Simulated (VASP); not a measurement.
# TaN (P6_3/mmc) in VASP: notebook

TaN is run at these levels: PBEsol; tasks: single point.

Program: VASP 6.6.1. These are calculated values, not measurements. Logs are shortened: lines on timing, memory, paths and dates and some standing lists are left out, and cuts for length are marked.

## Step 1: The cell of the first run

It takes space group P6_3/mmc (No. 194, hexagonal). The conventional cell has a = 3.048 Å, b = 3.048 Å, c = 5.066 Å, α = 90.00°, β = 90.00°, γ = 120.00°. Ta (site symmetry -3m) has 6 N at 2.17 Å and 2 Ta at 2.53 Å within 2.9 Å. Within 2.9 Å of N (site symmetry -6m2) lie 6 Ta at 2.17 Å.

## Step 2: Single point, PBEsol (zz strain of +3 %)

The input, INCAR:

```
PREC     = Accurate       # precision mode
ENCUT    = 600            # plane-wave cutoff, eV
EDIFF    = 1E-6           # SCF threshold, eV
ISMEAR   = -1             # smearing method
SIGMA    = 0.01           # smearing width, eV
LREAL    = F              # projectors in reciprocal space
LASPH    = T              # aspherical terms in the spheres
NELM     = 120            # most SCF steps
ALGO     = Normal         # electronic algorithm
ISIF     = 2              # what is computed and relaxed
LWAVE    = F              # write WAVECAR
LCHARG   = F              # write CHGCAR
GGA      = PS             # functional
NBANDS   = 24             # bands
GGA_COMPAT= F
```

The input, KPOINTS:

```
Automatic mesh
0
Gamma
  9 9 5
```

The input, POSCAR:

```
TaN
1.0
    3.0480019786      0.0000000000      0.0000000000
   -1.5240009893      2.6396471442      0.0000000000
    0.0000000000      0.0000000000      5.0655400000
Ta N
2 2
Direct
    0.0000000000      0.0000000000      0.0000000000
    0.0000000000      0.0000000000      0.5000000000
    0.3333333333      0.6666666667      0.2500000000
    0.6666666667      0.3333333333      0.7500000000
```

Potentials or basis: VASP PAW PBE potentials, release 64 (Ta_pv, N).

On the command line:

```
$ cat potpaw_PBE.64/Ta_pv/POTCAR potpaw_PBE.64/N/POTCAR > POTCAR
$ mpirun -np 1 vasp_std > vasp.out
```

OUTCAR:

```text
PREC = Accurate
   ENCUT = 600
   EDIFF = 1E-6
   ISMEAR = -1
   LREAL = F
   LASPH = T
   NELM = 120
   ISIF = 2
   GGA = PS

 ion  position               nearest neighbor table
   1  0.000  0.000  0.000-   3 2.17   4 2.17   3 2.17   4 2.17   4 2.17   3 2.17   2 2.53   2 2.53

   2  0.000  0.000  0.500-   3 2.17   4 2.17   3 2.17   4 2.17   4 2.17   3 2.17   1 2.53   1 2.53

   3  0.333  0.667  0.250-   1 2.17   2 2.17   1 2.17   2 2.17   1 2.17   2 2.17
   4  0.667  0.333  0.750-   1 2.17   2 2.17   1 2.17   2 2.17   1 2.17   2 2.17

  LATTYP: Found a hexagonal cell.
 ALAT       =     3.0480019786
 C/A-ratio  =     1.6619214933

  Lattice vectors:

 A1 = (   3.0480019786,   0.0000000000,   0.0000000000)
 A2 = (  -1.5240009893,   2.6396471442,   0.0000000000)
 A3 = (   0.0000000000,   0.0000000000,   5.0655400000)

Analysis of symmetry for initial positions (statically):
=====================================================================
 Subroutine PRICEL returns:
 Original cell was already a primitive cell.

 Routine SETGRP: Setting up the symmetry group for a
 hexagonal supercell.

 Subroutine GETGRP returns: Found 24 space group operations
 (whereof 12 operations were pure point group operations)
 out of a pool of 24 trial point group operations.

The static configuration has the point symmetry D_3d.
 The point group associated with its full space group is D_6h.

Analysis of symmetry for dynamics (positions and initial velocities):
=====================================================================
 Subroutine PRICEL returns:
 Original cell was already a primitive cell.

 Routine SETGRP: Setting up the symmetry group for a
 hexagonal supercell.

 Subroutine GETGRP returns: Found 24 space group operations
 (whereof 12 operations were pure point group operations)
 out of a pool of 24 trial point group operations.

The dynamic configuration has the point symmetry D_3d.
 The point group associated with its full space group is D_6h.

 Subroutine INISYM returns: Found 24 space group operations
 (whereof 12 operations are pure point group operations),
 and found     1 'primitive' translations

----------------------------------------------------------------------------------------

                                     Primitive cell

  volume of cell :      40.7556

  direct lattice vectors                    reciprocal lattice vectors
     3.048001979  0.000000000  0.000000000     0.328083777  0.189419257  0.000000000
    -1.524000989  2.639647144  0.000000000     0.000000000  0.378838513  0.000000000
     0.000000000  0.000000000  5.065540000     0.000000000  0.000000000  0.197412319

  length of vectors
     3.048001979  3.048001979  5.065540000     0.378838513  0.378838513  0.197412319

  position of ions in fractional coordinates (direct lattice)
     0.000000000  0.000000000  0.000000000
     0.000000000  0.000000000  0.500000000
     0.333333333  0.666666667  0.250000000
     0.666666667  0.333333333  0.750000000

  ion indices of the primitive-cell ions
   primitive index   ion index
                 1           1
                 2           2
                 3           3
                 4           4

----------------------------------------------------------------------------------------

 KPOINTS: Automatic mesh

Automatic generation of k-mesh.
 Grid dimensions read from file:
 generate k-points for:    9    9    5

 Generating k-lattice:

  Cartesian coordinates                     Fractional coordinates (reciprocal lattice)
     0.036453753  0.021046584  0.000000000     0.111111111  0.000000000  0.000000000
     0.000000000  0.042093168  0.000000000     0.000000000  0.111111111  0.000000000
     0.000000000  0.000000000  0.039482464     0.000000000  0.000000000  0.200000000

  Length of vectors
     0.042093168  0.042093168  0.039482464

  Shift w.r.t. Gamma in fractional coordinates (k-lattice)
     0.000000000  0.000000000  0.000000000

 Subroutine IBZKPT returns following result:
 ===========================================

 Found     36 irreducible k-points:

 Following reciprocal coordinates:
            Coordinates               Weight
  0.000000  0.000000  0.000000      1.000000
  0.111111  0.000000  0.000000      6.000000
  0.222222  0.000000  0.000000      6.000000
  0.333333  0.000000  0.000000      6.000000
  0.444444  0.000000  0.000000      6.000000
  0.111111  0.111111  0.000000      6.000000
[... 16 lines left out ...]
  0.333333  0.222222  0.200000     24.000000
  0.333333  0.333333  0.200000      4.000000
 [... further k-points ...]
   k-points           NKPTS =     36   k-points in BZ     NKDIM =     36   number of bands    NBANDS=     24
   number of dos      NEDOS =    301   number of ions     NIONS =      4
   total plane-waves  NPLWV =  23040
   dimension x,y,z NGX =    24 NGY =   24 NGZ =   40
   dimension x,y,z NGXF=    48 NGYF=   48 NGZF=   80
   ions per type =               2   2
   NGX,Y,Z   is equivalent  to a cutoff of  13.09, 13.09, 13.13 a.u.
   NGXF,Y,Z  is equivalent  to a cutoff of  26.18, 26.18, 26.26 a.u.
 SYSTEM =  unknown system
   PREC   = accura    normal or accurate (medium, high low for compatibility)
   ISTART =      0    job   : 0-new  1-cont  2-samecut
   ICHARG =      2    charge: 1-file 2-atom 10-const
   ISPIN  =      1    spin polarized calculation?
   LNONCOLLINEAR =      F non collinear calculations
   LSORBIT =      F    spin-orbit coupling
   LASPH  =      T    aspherical Exc in radial PAW
   ENCUT  =  600.0 eV  44.10 Ry    6.64 a.u.   6.09  6.09 10.12*2*pi/ulx,y,z
   NELM   =    120;   NELMIN=  2; NELMDL= -5     # of ELM steps
   EDIFF  = 0.1E-05   stopping-criterion for ELM
   LREAL  =      F    real-space projection
   EDIFFG = 0.1E-04   stopping-criterion for IOM
   NSW    =      0    number of steps for IOM
   IBRION =     -1    ionic relax: 0-MD 1-quasi-New 2-CG
   NFREE  =      0    steps in history (QN), initial steepest desc. (CG)
   ISIF   =      2    stress and relaxation
   ISYM   =      2    0-nonsym 1-usesym 2-fastsym
   POTIM  = 0.5000    time-step for ionic-motion
   TEBEG  =    0.0;   TEEND  =   0.0 temperature during run
   PSTRESS=    0.0 pullay stress
   NELECT =      32.0000    total number of electrons
   NUPDOWN=      -1.0000    fix difference up-down
   EMIN   =  10.00;   EMAX   =-10.00  energy-range for DOS
   EFERMI =   0.00;   METHOD = LEGACY
   ISMEAR =    -1;   SIGMA  =   0.01  broadening in eV -4-tet -1-fermi 0-gaus
   EFERMI_NEDOS =   21; number of points for ismear=-14 and -15
   IALGO  =     38    algorithm
   IMIX   =      4    mixing-type and parameters
     AMIX     =   0.40;   BMIX     =  1.00
     AMIX_MAG =   1.60;   BMIX_MAG =  1.00
  volume/ion in A,a.u.               =      10.19        68.76
  Fermi-wavevector in a.u.,A,eV,Ry     =   1.510298  2.854049 31.034874  2.280999
  Thomas-Fermi vector in A             =   2.620506
   LORBIT       =      0    0 simple, 1 ext, 2 COOP (PROOUT), +10 PAW based schemes
   GGA     = PS    functional components
   LHFCALC =     F    Hartree Fock is set to
   AEXX    =    0.0000 exact exchange contribution
   IVDW    =     0    specifies the selected vdW correction
   LEPSILON=     F    determine dielectric tensor
   LRPA    =     F    only Hartree local field effects (RPA)
 non-spin polarized calculation
  energy-cutoff  :      600.00
  volume of cell :       40.76
 maximum number of plane-waves:      1398
   NGX = 13   NGY = 13   NGZ = 21

 number of electron      32.0000004 magnetization

 Free energy of the ion-electron system (eV)
  ---------------------------------------------------
  ext. energy  EPLUGINS =         0.00000000
  ---------------------------------------------------
  free energy    TOTEN  =       -45.01833800 eV

  energy without entropy =      -45.01761484  energy(sigma->0) =      -45.01797642

 E-fermi :   9.2878     XC(G=0): -13.7524

 val. band max:        9.2154884225   @ k =   0.4444   0.0000   0.0000
 cond. band min:       9.3044783783   @ k =   0.2222   0.2222   0.4000
 fundamental gap:      0.0889899559
 Fermi energy:         9.2878330937

 k-point     1 :       0.0000    0.0000    0.0000
  band No.  band energies     occupation
      1     -27.4243      2.00000
      2     -25.8599      2.00000
      3     -25.8599      2.00000
      4     -25.5700      2.00000
      5     -25.5700      2.00000
      6     -24.9583      2.00000
[... 16 lines left out ...]
     23      14.0019      0.00000
     24      15.3203      0.00000

 k-point     2 :       0.1111    0.0000    0.0000
  band No.  band energies     occupation
      1     -27.3980      2.00000
      2     -25.9707      2.00000
      3     -25.8831      2.00000
      4     -25.6574      2.00000
      5     -25.5890      2.00000
      6     -24.9476      2.00000
[... 16 lines left out ...]
     23      14.9427      0.00000
     24      15.2825      0.00000

 k-point     3 :       0.2222    0.0000    0.0000
  band No.  band energies     occupation
      1     -27.3309      2.00000
      2     -26.2405      2.00000
      3     -25.9412      2.00000
      4     -25.8733      2.00000
      5     -25.6366      2.00000
      6     -24.9205      2.00000
[... 16 lines left out ...]
     23      15.6032      0.00000
     24      15.6962      0.00000

 k-point     4 :       0.3333    0.0000    0.0000
  band No.  band energies     occupation
      1     -27.2534      2.00000
      2     -26.5308      2.00000
      3     -26.1101      2.00000
      4     -26.0065      2.00000
      5     -25.6904      2.00000
      6     -24.8894      2.00000
[... 16 lines left out ...]
     23      16.3727      0.00000
     24      16.5592      0.00000

 k-point     5 :       0.4444    0.0000    0.0000
  band No.  band energies     occupation
      1     -27.2027      2.00000
      2     -26.7115      2.00000
      3     -26.2599      2.00000
      4     -26.0486      2.00000
      5     -25.7251      2.00000
      6     -24.8690      2.00000
[... 451 lines left out ...]
 k-point    22 :       0.2222    0.2222    0.2000
  band No.  band energies     occupation
      1     -27.0213      2.00000
      2     -26.5042      2.00000
      3     -26.1623      2.00000
      4     -26.1250      2.00000
      5     -25.8462      2.00000
      6     -25.1305      2.00000
[... 16 lines left out ...]
     23      15.6337      0.00000
     24      16.7032      0.00000

 k-point    23 :       0.3333    0.2222    0.2000
  band No.  band energies     occupation
      1     -26.9828      2.00000
      2     -26.5640      2.00000
      3     -26.2429      2.00000
      4     -26.2116      2.00000
      5     -25.9419      2.00000
      6     -25.1119      2.00000
[... 16 lines left out ...]
     23      15.9250      0.00000
     24      17.0467      0.00000

 k-point    24 :       0.3333    0.3333    0.2000
  band No.  band energies     occupation
      1     -26.9690      2.00000
      2     -26.4346      2.00000
      3     -26.4346      2.00000
      4     -26.1048      2.00000
      5     -26.1048      2.00000
      6     -25.1055      2.00000
[... 16 lines left out ...]
     23      16.6128      0.00000
     24      16.6128      0.00000

 [... further k-points ...]
[... 5 lines left out ...]
  --------------------------------------------------------------------------------------
  -------------------------------------------------------------------------------------
  Total        1.7585722      1.7585722     20.7674116      0.0000000      0.0000000      0.0000000
  in kB       69.1327619     69.1327619    816.4058043      0.0000000      0.0000000      0.0000000
  external PRESSURE =     318.2237761 kB  Pullay stress =       0.0000000 kB

 VOLUME and BASIS-vectors are now :
 -----------------------------------------------------------------------------
  energy-cutoff  :      600.00
  volume of cell :       40.76
      direct lattice vectors                 reciprocal lattice vectors
     3.048001979  0.000000000  0.000000000     0.328083777  0.189419257  0.000000000
    -1.524000989  2.639647144  0.000000000     0.000000000  0.378838513  0.000000000
     0.000000000  0.000000000  5.065540000     0.000000000  0.000000000  0.197412319

 POSITION                                       TOTAL-FORCE (eV/Angst)
 -----------------------------------------------------------------------------------
      0.00000      0.00000      0.00000        -0.000000      0.000000     -0.000000
      0.00000      0.00000      2.53277        -0.000000      0.000000     -0.000000
     -0.00000      1.75976      1.26639        -0.000000      0.000000      0.000000
      1.52400      0.87988      3.79916         0.000000     -0.000000     -0.000000
 -----------------------------------------------------------------------------------
    total drift:                               -0.000000      0.000000      0.000000

  FREE ENERGIE OF THE ION-ELECTRON SYSTEM (eV)
  ---------------------------------------------------
  free  energy   TOTEN  =       -45.0183380028 eV

  energy  without entropy=      -45.0176148429  energy(sigma->0) =      -45.01797642
```

Run time: 56 s. Hardware: 1 thread of Intel Xeon 8259CL, shared host; peak memory 0.18 GiB.

What came out:

```
Free energy            : -45.0183 eV
Pressure               : 31.8 GPa
Band gap on the k mesh : zero (bands 16 and 17 overlap by 2.03 eV)
```

Stress tensor (GPa, compression positive):
```
 6.91  0.00  0.00
 0.00  6.91  0.00
 0.00  0.00 81.64
```

Caveat: the cell differs from its parent crystal (zz strain of +3 %); the cell stands under pressure; the PAW data sets were made with another functional, which shifts forces and pressure a little; spin-orbit coupling is left out, which moves the levels of the heavy elements.

## Step 3: Single point, PBEsol (9.30 Å³/atom)

This run uses another cell than the first one, of 9.30 Å³/atom.

The input, INCAR:

```
SYSTEM = TaN
ALGO     = Normal         ! electronic algorithm
EDIFF    = 1E-7           ! SCF threshold, eV
ENCUT    = 520            ! plane-wave cutoff, eV
GGA      = PS             ! functional
ISIF     = 2              ! what is computed and relaxed
ISMEAR   = -1             ! smearing method
LASPH    = .True.         ! aspherical terms in the spheres
LCHARG   = .False.        ! write CHGCAR
LREAL    = .False.        ! projectors in reciprocal space
LWAVE    = .False.        ! write WAVECAR
NBANDS   = 24             ! bands
NELM     = 80             ! most SCF steps
PREC     = Accurate       ! precision mode
SIGMA    = 0.01           ! smearing width, eV
```

The input, KPOINTS:

```
k-points
0
Gamma
  9 9 5
  0 0 0
```

The input, POSCAR:

```
TaN
1.0
    2.9857803976      0.0000000000      0.0000000000
   -1.4928901988      2.5857616744      0.0000000000
    0.0000000000      0.0000000000      4.8176044827
Ta N
2 2
Direct
    0.0000000000      0.0000000000      0.0000000000
    0.0000000000      0.0000000000      0.5000000000
    0.3333333333      0.6666666667      0.2500000000
    0.6666666667      0.3333333333      0.7500000000
```

Potentials or basis: VASP PAW PBE potentials, release 64 (Ta_pv, N).

On the command line:

```
$ cat potpaw_PBE.64/Ta_pv/POTCAR potpaw_PBE.64/N/POTCAR > POTCAR
$ mpirun -np 1 vasp_std > vasp.out
```

It took 11 s on 1 thread of Intel Xeon 6975P-C (Granite Rapids), shared host; peak memory 0.16 GiB.

Results (log left out):

| Quantity | Value |
| --- | --- |
| Free energy | -43.3021 eV |
| Pressure | 86.9 GPa |
| Band gap on the k mesh | zero (bands 16 and 17 overlap by 2.78 eV) |

Stress tensor (GPa, compression positive):
```
 52.72   0.00   0.00
  0.00  52.72   0.00
  0.00   0.00 155.16
```

Levels at points of the mesh, in eV from the Fermi level:
| k point | band 13 | band 14 | band 15 | band 16 | band 17 | band 18 | band 19 | band 20 |
| --- | --- | --- | --- | --- | --- | --- | --- | --- |
| (0.00, 0.00, 0.00) | -3.74 | -3.74 | -3.70 | -2.02 | -2.02 | -0.70 | -0.70 | 3.47 |

Caveat: the cell stands under pressure; the PAW data sets were made with another functional, which shifts forces and pressure a little; spin-orbit coupling is left out, which moves the levels of the heavy elements.

## Step 4: Single point, PBEsol (9.50 Å³/atom)

This run uses another cell than the first one, of 9.50 Å³/atom.

The input, INCAR:

```
SYSTEM = TaN
  ALGO = Normal
  EDIFF = 1E-6
  ENCUT = 520
  GGA = PS
  ISIF = 2
  ISMEAR = -1
  LASPH = .True.
  LCHARG = .False.
  LREAL = .False.
  LWAVE = .False.
  NBANDS = 24
  NELM = 100
  PREC = Accurate
  SIGMA = 0.01
```

KPOINTS is that of step 3.

The input, POSCAR:

```
TaN
1.0
    3.0068077129      0.0000000000      0.0000000000
   -1.5034038564      2.6039718636      0.0000000000
    0.0000000000      0.0000000000      4.8515323926
Ta N
2 2
Direct
    0.0000000000      0.0000000000      0.0000000000
    0.0000000000      0.0000000000      0.5000000000
    0.3333333333      0.6666666667      0.2500000000
    0.6666666667      0.3333333333      0.7500000000
```

On the command line:

```
$ cat potpaw_PBE.64/Ta_pv/POTCAR potpaw_PBE.64/N/POTCAR > POTCAR
$ mpirun -np 1 vasp_std > vasp.out
```

Wall time 11 s (1 thread of Intel Xeon 6975P-C (Granite Rapids), shared host); peak memory 0.16 GiB.

It converged, with:

```yaml
Free_energy: -43.6981 eV
Pressure: 73.4 GPa
Band_gap_on_the_k_mesh: zero (bands 16 and 17 overlap by 2.71 eV)
```

Stress tensor (GPa, compression positive):
```
 41.37   0.00   0.00
  0.00  41.37   0.00
  0.00   0.00 137.44
```

Levels at points of the mesh, in eV from the Fermi level:
| k point | band 14 | band 15 | band 16 | band 17 | band 18 | band 19 |
| --- | --- | --- | --- | --- | --- | --- |
| (0.00, 0.00, 0.00) | -3.69 | -3.66 | -1.96 | -1.96 | -0.67 | -0.67 |

Caveat: the cell stands under pressure; the PAW data sets were made with another functional, which shifts forces and pressure a little; spin-orbit coupling is left out, which moves the levels of the heavy elements.

## Step 5: Overview

| cell | cutoff (eV) | gap on the mesh (eV) | pressure (GPa) |
| --- | --- | --- | --- |
| a = 3.048, b = 3.048, c = 5.066 Å, angles 90.0, 90.0, 120.0°, 4 atoms | 600 | none | 31.8 |
| a = 2.986, b = 2.986, c = 4.818 Å, angles 90.0, 90.0, 120.0°, 4 atoms | 520 | none | 86.9 |
| a = 3.007, b = 3.007, c = 4.852 Å, angles 90.0, 90.0, 120.0°, 4 atoms | 520 | none | 73.4 |

Alike in all rows: task single point; level PBEsol; potentials or basis VASP PAW PBE potentials, release 64 (Ta_pv, N); no spin polarisation; k mesh 9 × 9 × 5; smearing fermi-dirac 0.01 eV.

Caveats: the cell stands under pressure; the PAW data sets were made with another functional, which shifts forces and pressure a little; spin-orbit coupling is left out, which moves the levels of the heavy elements.

Absolute energies hang on the potentials; compare differences alone.
